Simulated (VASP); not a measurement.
Set up this calculation in VASP 6.6.1, as the native input.

- Task: single point
- Functional: PBE
- Potentials or basis: VASP PAW PBE potentials, release 64 (Si, P, I)
- Cutoff: 520 eV
- k mesh: 4 × 4 × 4
- Occupations: gaussian, width 0.1 eV
- Spin: no spin polarisation
- Dipole correction: no
- Further INCAR settings: ALGO = Normal; EDIFF = 1e-06; NBANDS = 23

The structure of Si4PI lies in POSCAR:

```
Si4PI
1.0
    0.0000000000      3.7940278891      3.7940278891
    3.7940278891      0.0000000000      3.7940278891
    3.7940278891      3.7940278891      0.0000000000
Si P I
4 1 1
Direct
    0.8745944534      0.8745944534      0.8745944534
    0.8745944534      0.8745944534      0.3762166399
    0.8745944534      0.3762166399      0.8745944534
    0.3762166399      0.8745944534      0.8745944534
    0.5000000000      0.5000000000      0.5000000000
    0.2500000000      0.2500000000      0.2500000000
```

The cell was generated, and may not be a known phase.

One way to write it, as run:

INCAR

```
SYSTEM = Si4PI
PREC = Accurate
ENCUT = 520
EDIFF = 1E-6
ISMEAR = 0
SIGMA = 0.1
LREAL = .False.
LASPH = .True.
NELM = 60
ALGO = Normal
ISIF = 2
LWAVE = .False.
LCHARG = .False.
GGA = PE
NBANDS = 23
```

KPOINTS

```
Automatic mesh
0
Gamma
  4 4 4
  0 0 0
```

Potentials or basis: VASP PAW PBE potentials, release 64 (Si, P, I).

Run with:

```sh
$ cat potpaw_PBE.64/Si/POTCAR potpaw_PBE.64/P/POTCAR potpaw_PBE.64/I/POTCAR > POTCAR
$ mpirun -np 1 vasp_std > vasp.out
```

Results of the run:

The pressure is -0.1 GPa, the largest force is 0.027 eV/Å and the band gap on the k mesh is zero (bands 14 and 15 overlap by 2.22 eV).

Caveat: spin-orbit coupling is left out, which moves the levels of the heavy elements.

Wall time 25 s on 1 thread of Intel(R) Xeon(R) Platinum 8275CL CPU @ 3.00GHz (Skylake/Cascade Lake), with other jobs on the host, peak memory 0.24 GiB.
